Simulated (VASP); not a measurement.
# C in VASP: further runs

Runs on C. Level: r2SCAN. Tasks: single point.

All numbers are computed with VASP 6.6.1; they aren't measurements. Logs are shortened: lines on timing, memory, paths and dates and some standing lists are left out, and cuts for length are marked.

### 1 The cell of the first run

The cell holds a slab with vacuum, 2 atoms: a = 2.456 Å, b = 2.456 Å, c = 8.524 Å, α = 90.00°, β = 90.00°, γ = 120.00°.

### 2 Single point, r2SCAN

POSCAR

```
C
1.0
    2.4561701622      0.0000000000      0.0000000000
   -1.2280850811      2.1271057565      0.0000000000
    0.0000000000      0.0000000000      8.5238033600
C
2
Direct
    0.3333333300      0.6666666700      0.0000000000
    0.6666666700      0.3333333300      0.0000000000
```

INCAR.step1

```
  PREC = Accurate
  ENCUT = 520
  ISMEAR = 0
  SIGMA = 0.1
  LREAL = False
  LASPH = True
  NELM = 80
  NBANDS = 11
  GGA = PE
  ALGO = Normal
  EDIFF = 1E-4
  LWAVE = True
  LCHARG = False
```

INCAR.step2

```
  PREC = Accurate
  ENCUT = 520
  EDIFF = 1E-7
  ISMEAR = 0
  SIGMA = 0.1
  LREAL = False
  LASPH = True
  NELM = 80
  ALGO = Normal
  ISIF = 2
  LWAVE = False
  LCHARG = False
  METAGGA = R2SCAN
  LMIXTAU = True
  NBANDS = 11
  ISTART = 1
```

KPOINTS

```
regular mesh
0
Gamma
  12 12 2
```

Potentials or basis: VASP PAW PBE potentials, release 64 (C).

Run with:

```
$ cat potpaw_PBE.64/C/POTCAR > POTCAR
$ cp INCAR.step1 INCAR
$ mpirun -np 1 vasp_std > vasp.out
$ cp INCAR.step2 INCAR
$ mpirun -np 1 vasp_std > vasp.out
```

OUTCAR:

```text
PREC = Accurate
   ENCUT = 520
   EDIFF = 1E-7
   ISMEAR = 0
   LREAL = False
   LASPH = True
   NELM = 80
   ISIF = 2
   METAGGA = R2SCAN
   ISTART = 1

 ion  position               nearest neighbor table
   1  0.333  0.667  0.000-   2 1.42   2 1.42   2 1.42
   2  0.667  0.333  0.000-   1 1.42   1 1.42   1 1.42

  LATTYP: Found a hexagonal cell.
 ALAT       =     2.4561701622
 C/A-ratio  =     3.4703635323

  Lattice vectors:

 A1 = (   2.4561701622,   0.0000000000,   0.0000000000)
 A2 = (  -1.2280850811,   2.1271057565,   0.0000000000)
 A3 = (   0.0000000000,   0.0000000000,   8.5238033600)

Analysis of symmetry for initial positions (statically):
=====================================================================
 Subroutine PRICEL returns:
 Original cell was already a primitive cell.

 Routine SETGRP: Setting up the symmetry group for a
 hexagonal supercell.

 Subroutine GETGRP returns: Found 24 space group operations
 (whereof 24 operations were pure point group operations)
 out of a pool of 24 trial point group operations.

The static configuration has the point symmetry D_6h.

Analysis of symmetry for dynamics (positions and initial velocities):
=====================================================================
 Subroutine PRICEL returns:
 Original cell was already a primitive cell.

 Routine SETGRP: Setting up the symmetry group for a
 hexagonal supercell.

 Subroutine GETGRP returns: Found 24 space group operations
 (whereof 24 operations were pure point group operations)
 out of a pool of 24 trial point group operations.

The dynamic configuration has the point symmetry D_6h.

 Subroutine INISYM returns: Found 24 space group operations
 (whereof 24 operations are pure point group operations),
 and found     1 'primitive' translations

----------------------------------------------------------------------------------------

                                     Primitive cell

  volume of cell :      44.5329

  direct lattice vectors                    reciprocal lattice vectors
     2.456170162  0.000000000  0.000000000     0.407137916  0.235061185  0.000000000
    -1.228085081  2.127105756  0.000000000     0.000000000  0.470122370  0.000000000
     0.000000000  0.000000000  8.523803360     0.000000000  0.000000000  0.117318521

  length of vectors
     2.456170162  2.456170162  8.523803360     0.470122370  0.470122370  0.117318521

  position of ions in fractional coordinates (direct lattice)
     0.333333330  0.666666670  0.000000000
     0.666666670  0.333333330  0.000000000

  ion indices of the primitive-cell ions
   primitive index   ion index
                 1           1
                 2           2

----------------------------------------------------------------------------------------

 KPOINTS: regular mesh

Automatic generation of k-mesh.
 Grid dimensions read from file:
 generate k-points for:   12   12    2

 Generating k-lattice:

  Cartesian coordinates                     Fractional coordinates (reciprocal lattice)
     0.033928160  0.019588432  0.000000000     0.083333333 -0.000000000  0.000000000
     0.000000000  0.039176864  0.000000000     0.000000000  0.083333333  0.000000000
     0.000000000  0.000000000  0.058659260     0.000000000  0.000000000  0.500000000

  Length of vectors
     0.039176864  0.039176864  0.058659260

  Shift w.r.t. Gamma in fractional coordinates (k-lattice)
     0.000000000  0.000000000  0.000000000

 Subroutine IBZKPT returns following result:
 ===========================================

 Found     38 irreducible k-points:

 Following reciprocal coordinates:
            Coordinates               Weight
  0.000000  0.000000  0.000000      1.000000
  0.083333 -0.000000  0.000000      6.000000
  0.166667 -0.000000  0.000000      6.000000
  0.250000 -0.000000  0.000000      6.000000
  0.333333 -0.000000  0.000000      6.000000
  0.416667  0.000000  0.000000      6.000000
[... 16 lines left out ...]
  0.250000 -0.000000  0.500000      6.000000
  0.333333 -0.000000  0.500000      6.000000
 [... further k-points ...]
   k-points           NKPTS =     38   k-points in BZ     NKDIM =     38   number of bands    NBANDS=     11
   number of dos      NEDOS =    301   number of ions     NIONS =      2
   total plane-waves  NPLWV =  20736
   dimension x,y,z NGX =    18 NGY =   18 NGZ =   64
   dimension x,y,z NGXF=    36 NGYF=   36 NGZF=  128
   ions per type =               2
   NGX,Y,Z   is equivalent  to a cutoff of  12.18, 12.18, 12.48 a.u.
   NGXF,Y,Z  is equivalent  to a cutoff of  24.37, 24.37, 24.96 a.u.
 SYSTEM =  unknown system
   PREC   = accura    normal or accurate (medium, high low for compatibility)
   ISTART =      1    job   : 0-new  1-cont  2-samecut
   ICHARG =      0    charge: 1-file 2-atom 10-const
   ISPIN  =      1    spin polarized calculation?
   LNONCOLLINEAR =      F non collinear calculations
   LSORBIT =      F    spin-orbit coupling
   LASPH  =      T    aspherical Exc in radial PAW
   ENCUT  =  520.0 eV  38.22 Ry    6.18 a.u.   4.57  4.57 15.85*2*pi/ulx,y,z
   NELM   =     80;   NELMIN=  2; NELMDL=  0     # of ELM steps
   EDIFF  = 0.1E-06   stopping-criterion for ELM
   LREAL  =      F    real-space projection
   EDIFFG = 0.1E-05   stopping-criterion for IOM
   NSW    =      0    number of steps for IOM
   IBRION =     -1    ionic relax: 0-MD 1-quasi-New 2-CG
   NFREE  =      0    steps in history (QN), initial steepest desc. (CG)
   ISIF   =      2    stress and relaxation
   ISYM   =      2    0-nonsym 1-usesym 2-fastsym
   POTIM  = 0.5000    time-step for ionic-motion
   TEBEG  =    0.0;   TEEND  =   0.0 temperature during run
   PSTRESS=    0.0 pullay stress
   NELECT =       8.0000    total number of electrons
   NUPDOWN=      -1.0000    fix difference up-down
   EMIN   =  10.00;   EMAX   =-10.00  energy-range for DOS
   EFERMI =   0.00;   METHOD = LEGACY
   ISMEAR =     0;   SIGMA  =   0.10  broadening in eV -4-tet -1-fermi 0-gaus
   EFERMI_NEDOS =   21; number of points for ismear=-14 and -15
   IALGO  =     38    algorithm
   IMIX   =      4    mixing-type and parameters
     AMIX     =   0.40;   BMIX     =  1.00
     AMIX_MAG =   1.60;   BMIX_MAG =  1.00
  volume/ion in A,a.u.               =      22.27       150.26
  Fermi-wavevector in a.u.,A,eV,Ry     =   0.923729  1.745594 11.609511  0.853275
  Thomas-Fermi vector in A             =   2.049397
   LORBIT       =      0    0 simple, 1 ext, 2 COOP (PROOUT), +10 PAW based schemes
   METAGGA = R2SCAN    functional components
   LHFCALC =     F    Hartree Fock is set to
   AEXX    =    0.0000 exact exchange contribution
   IVDW    =     0    specifies the selected vdW correction
   LEPSILON=     F    determine dielectric tensor
   LRPA    =     F    only Hartree local field effects (RPA)
 non-spin polarized calculation
 Gauss-broadening in eV      SIGMA  =   0.10
  energy-cutoff  :      520.00
  volume of cell :       44.53
 maximum number of plane-waves:      1223
   NGX =  9   NGY =  9   NGZ = 31

 number of electron       7.9999997 magnetization

 Free energy of the ion-electron system (eV)
  ---------------------------------------------------
  ext. energy  EPLUGINS =         0.00000000
  ---------------------------------------------------
  free energy    TOTEN  =       -19.83662672 eV

  energy without entropy =      -19.83505953  energy(sigma->0) =      -19.83584312

 E-fermi :  -0.7183     XC(G=0):  -5.0618

 val. band max:       -0.7183727134   @ k =   0.3333   0.3333   0.5000
 cond. band min:      -0.7183096735   @ k =   0.3333   0.3333   0.0000
 fundamental gap:      0.0000630399
 Fermi energy:        -0.7183411960

 k-point     1 :       0.0000    0.0000    0.0000
  band No.  band energies     occupation
      1     -21.5864      2.00000
      2      -8.8638      2.00000
      3      -3.9542      2.00000
      4      -3.9542      2.00000
      5       2.6613      0.00000
      6       5.1042      0.00000
      7       6.5996      0.00000
      8       7.9893      0.00000
      9       7.9893      0.00000
     10      11.7916      0.00000
     11      12.5266      0.00000

 k-point     2 :       0.0833   -0.0000    0.0000
  band No.  band energies     occupation
      1     -21.4119      2.00000
      2      -8.6554      2.00000
      3      -4.6590      2.00000
      4      -4.3183      2.00000
      5       2.8889      0.00000
      6       5.3267      0.00000
      7       6.8142      0.00000
      8       8.0855      0.00000
      9       8.7358      0.00000
     10      11.1572      0.00000
     11      12.8587      0.00000

 k-point     3 :       0.1667   -0.0000    0.0000
  band No.  band energies     occupation
      1     -20.8901      2.00000
      2      -8.0355      2.00000
      3      -6.4246      2.00000
      4      -5.1683      2.00000
      5       3.5720      0.00000
      6       5.9900      0.00000
      7       7.4368      0.00000
      8       8.1030      0.00000
      9       9.4712      0.00000
     10      10.7124      0.00000
     11      13.9148      0.00000

 k-point     4 :       0.2500   -0.0000    0.0000
  band No.  band energies     occupation
      1     -20.0277      2.00000
      2      -8.6755      2.00000
      3      -7.0241      2.00000
      4      -6.1089      2.00000
      5       4.7090      0.00000
      6       6.8870      0.00000
      7       7.3626      0.00000
      8       7.6986      0.00000
      9       8.6728      0.00000
     10      13.4478      0.00000
     11      15.1849      0.00000
[... 239 lines left out ...]
 k-point    22 :       0.1667   -0.0000    0.5000
  band No.  band energies     occupation
      1     -20.8902      2.00000
      2      -8.0357      2.00000
      3      -6.4246      2.00000
      4      -5.1683      2.00000
      5       4.3093      0.00000
      6       4.3816      0.00000
      7       8.0323      0.00000
      8       9.4115      0.00000
      9       9.6712      0.00000
     10      10.7122      0.00000
     11      11.6118      0.00000

 k-point    23 :       0.2500   -0.0000    0.5000
  band No.  band energies     occupation
      1     -20.0277      2.00000
      2      -8.6755      2.00000
      3      -7.0244      2.00000
      4      -6.1089      2.00000
      5       5.4289      0.00000
      6       5.5044      0.00000
      7       7.1533      0.00000
      8       7.7518      0.00000
      9      10.6793      0.00000
     10      12.7003      0.00000
     11      13.4475      0.00000

 k-point    24 :       0.3333   -0.0000    0.5000
  band No.  band energies     occupation
      1     -18.8381      2.00000
      2     -11.0299      2.00000
      3      -6.8913      2.00000
      4      -5.6741      2.00000
      5       4.5810      0.00000
      6       6.9414      0.00000
      7       7.1334      0.00000
      8       7.4642      0.00000
      9      12.1019      0.00000
     10      14.1940      0.00000
     11      16.0396      0.00000

 [... further k-points ...]
[... 5 lines left out ...]
  --------------------------------------------------------------------------------------
  -------------------------------------------------------------------------------------
  Total        0.1052903      0.1052903     -0.0126714      0.0000000      0.0000000     -0.0000000
  in kB        3.7880704      3.7880704     -0.4558848      0.0000000      0.0000000     -0.0000000
  external PRESSURE =       2.3734187 kB  Pullay stress =       0.0000000 kB

 VOLUME and BASIS-vectors are now :
 -----------------------------------------------------------------------------
  energy-cutoff  :      520.00
  volume of cell :       44.53
      direct lattice vectors                 reciprocal lattice vectors
     2.456170162  0.000000000  0.000000000     0.407137916  0.235061185  0.000000000
    -1.228085081  2.127105756  0.000000000     0.000000000  0.470122370  0.000000000
     0.000000000  0.000000000  8.523803360     0.000000000  0.000000000  0.117318521

 POSITION                                       TOTAL-FORCE (eV/Angst)
 -----------------------------------------------------------------------------------
     -0.00000      1.41807      0.00000        -0.000000      0.000000     -0.000000
      1.22809      0.70904      0.00000         0.000000      0.000000      0.000000
 -----------------------------------------------------------------------------------
    total drift:                                0.000000     -0.000000     -0.000000

  FREE ENERGIE OF THE ION-ELECTRON SYSTEM (eV)
  ---------------------------------------------------
  free  energy   TOTEN  =       -19.8366267215 eV

  energy  without entropy=      -19.8350595284  energy(sigma->0) =      -19.83584312
```

It took 40 s on 1 thread of AMD EPYC 9R45 (Zen 5), shared host; peak memory 0.13 GiB.

Results:

| Property | Result |
| --- | --- |
| Free energy | -19.8366 eV |
| Band gap on the k mesh | zero (filled and empty bands touch) |

Caveat: the k points lie up to 0.37 Å⁻¹ apart; the PAW data sets were made with another functional, which shifts forces and pressure a little.

### 3 Single point, r2SCAN

POSCAR

```
C
1.0
    2.4559599778      0.0000000000      0.0000000000
   -1.2279799889      2.1269237315      0.0000000000
    0.0000000000      0.0000000000      8.5238459025
C
2
Direct
    0.3333333333      0.6666666667      0.0000000000
    0.6666666667      0.3333333333      0.0000000000
```

INCAR.step1

```
PREC = Accurate
ENCUT = 520
ISMEAR = 0
SIGMA = 0.15
LREAL = False
LASPH = True
NELM = 100
NBANDS = 11
GGA = PE
ALGO = Normal
EDIFF = 1E-4
LWAVE = True
LCHARG = False
```

INCAR.step2

```
PREC = Accurate
ENCUT = 520
EDIFF = 1E-6
ISMEAR = 0
SIGMA = 0.15
LREAL = False
LASPH = True
NELM = 100
ALGO = Normal
ISIF = 2
LWAVE = False
LCHARG = False
METAGGA = R2SCAN
LMIXTAU = True
NBANDS = 11
ISTART = 1
```

KPOINTS

```
Automatic mesh
0
Gamma
  18 18 4
```

Potentials or basis: VASP PAW PBE potentials, release 64 (C).

Run with:

```
$ cat potpaw_PBE.64/C/POTCAR > POTCAR
$ cp INCAR.step1 INCAR
$ mpirun -np 1 vasp_std > vasp.out
$ cp INCAR.step2 INCAR
$ mpirun -np 1 vasp_std > vasp.out
```

It took 7.5 min on 1 thread of AMD EPYC 7R13, shared host; peak memory 0.15 GiB.

It converged, with:

| Property | Result |
| --- | --- |
| Free energy | -19.8417 eV |
| Band gap on the k mesh | zero (filled and empty bands touch) |

Levels at points of the mesh, in eV from the Fermi level:
```tsv
k point	band 1	band 2	band 3	band 4	band 5	band 6	band 7	band 8	band 9
(0.00, 0.00, 0.00)	-20.87	-8.15	-3.24	-3.24	3.38	5.82	7.32	8.71	8.71
(0.50, 0.00, 0.00)	-15.34	-14.11	-6.85	-2.54	1.81	7.76	11.48	11.57	13.28
(0.00, 0.00, 0.50)	-20.87	-8.15	-3.24	-3.24	4.13	4.19	8.71	8.71	9.48
(0.50, 0.00, 0.50)	-15.34	-14.11	-6.85	-2.54	1.81	7.76	12.07	12.20	12.22
```

Caveat: the PAW data sets were made with another functional, which shifts forces and pressure a little.

### 4 Single point, r2SCAN

POSCAR is that of step 3.

INCAR.step1

```
SYSTEM = C
ALGO = Normal
EDIFF = 1E-4
ENCUT = 520
GGA = PE
ISMEAR = 0
LASPH = .True.
LCHARG = .False.
LREAL = .False.
LWAVE = .True.
NBANDS = 11
NELM = 80
PREC = Accurate
SIGMA = 0.15
```

INCAR.step2

```
SYSTEM = C
ALGO = Normal
EDIFF = 1E-7
ENCUT = 520
ISIF = 2
ISMEAR = 0
ISTART = 1
LASPH = .True.
LCHARG = .False.
LMIXTAU = .True.
LREAL = .False.
LWAVE = .False.
METAGGA = R2SCAN
NBANDS = 11
NELM = 80
PREC = Accurate
SIGMA = 0.15
```

KPOINTS

```
k-points
0
Gamma
  18 18 4
  0 0 0
```

Run with:

```
$ cat potpaw_PBE.64/C/POTCAR > POTCAR
$ cp INCAR.step1 INCAR
$ mpirun -np 1 vasp_std > vasp.out
$ cp INCAR.step2 INCAR
$ mpirun -np 1 vasp_std > vasp.out
```

Wall time 7.8 min (1 thread of AMD EPYC 7R13, shared host); peak memory 0.15 GiB.

It converged, with:

* Free energy: -19.8417 eV
* Band gap on the k mesh: zero (filled and empty bands touch)

Levels at points of the mesh, in eV from the Fermi level:
```
           k point  band 2  band 3  band 4  band 5  band 6  band 7
(0.00, 0.00, 0.00)   -8.15   -3.24   -3.24    3.38    5.82    7.32
(0.50, 0.00, 0.00)  -14.11   -6.85   -2.54    1.81    7.76   11.48
(0.00, 0.00, 0.50)   -8.15   -3.24   -3.24    4.13    4.19    8.71
(0.50, 0.00, 0.50)  -14.11   -6.85   -2.54    1.81    7.76   12.07
```

Caveat: the PAW data sets were made with another functional, which shifts forces and pressure a little.

### 5 Single point, r2SCAN

POSCAR is that of step 4.

INCAR.step1

```
SYSTEM = C
PREC     = Accurate       ! precision mode
ENCUT    = 520            ! plane-wave cutoff, eV
ISMEAR   = 0              ! smearing method
SIGMA    = 0.1            ! smearing width, eV
LREAL    = .FALSE.        ! projectors in reciprocal space
LASPH    = .TRUE.         ! aspherical terms in the spheres
NELM     = 100            ! most SCF steps
NBANDS   = 11             ! bands
GGA      = PE             ! functional
ALGO     = Normal         ! electronic algorithm
EDIFF    = 1E-4           ! SCF threshold, eV
LWAVE    = .TRUE.         ! write WAVECAR
LCHARG   = .FALSE.        ! write CHGCAR
```

INCAR.step2

```
SYSTEM = C
PREC     = Accurate       ! precision mode
ENCUT    = 520            ! plane-wave cutoff, eV
EDIFF    = 1E-6           ! SCF threshold, eV
ISMEAR   = 0              ! smearing method
SIGMA    = 0.1            ! smearing width, eV
LREAL    = .FALSE.        ! projectors in reciprocal space
LASPH    = .TRUE.         ! aspherical terms in the spheres
NELM     = 100            ! most SCF steps
ALGO     = Normal         ! electronic algorithm
ISIF     = 2              ! what is computed and relaxed
LWAVE    = .FALSE.        ! write WAVECAR
LCHARG   = .TRUE.         ! write CHGCAR
METAGGA  = R2SCAN         ! meta-GGA
LMIXTAU  = .TRUE.       
LELF     = .TRUE.         ! ELF
LVHAR    = .TRUE.       
NBANDS   = 11             ! bands
ISTART   = 1
```

KPOINTS

```
regular mesh
0
G
  18 18 6
  0 0 0
```

Run with:

```
$ cat potpaw_PBE.64/C/POTCAR > POTCAR
$ cp INCAR.step1 INCAR
$ mpirun -np 1 vasp_std > vasp.out
$ cp INCAR.step2 INCAR
$ mpirun -np 1 vasp_std > vasp.out
```

Run time: 9.7 min. Hardware: 1 thread of AMD EPYC 7R13, shared host; peak memory 0.16 GiB.

It converged, with:

* Free energy: -19.8413 eV
* Band gap on the k mesh: zero (filled and empty bands touch)

Levels at points of the mesh, in eV from the Fermi level:
```csv
k point,band 2,band 3,band 4,band 5,band 6,band 7
"(0.00, 0.00, 0.00)",-8.15,-3.24,-3.24,3.38,5.82,7.32
"(0.50, 0.00, 0.00)",-14.11,-6.85,-2.54,1.81,7.76,11.48
"(0.00, 0.00, 0.50)",-8.15,-3.24,-3.24,4.13,4.19,8.71
"(0.50, 0.00, 0.50)",-14.11,-6.85,-2.54,1.81,7.76,12.07
```

Caveat: the PAW data sets were made with another functional, which shifts forces and pressure a little.

### 6 Summary

```csv
k mesh,smearing,gap on the mesh (eV)
12 × 12 × 2,gaussian 0.1 eV,none
18 × 18 × 4,gaussian 0.15 eV,none
18 × 18 × 6,gaussian 0.1 eV,none
```

Alike in all rows: task single point; level r2SCAN; potentials or basis VASP PAW PBE potentials, release 64 (C); no spin polarisation; cell as given; cutoff (eV) 520.

Caveats: some runs use coarse meshes; the PAW data sets were made with another functional, which shifts forces and pressure a little.

Total energies depend on the potentials used, so only differences within one code and one set of settings carry meaning.
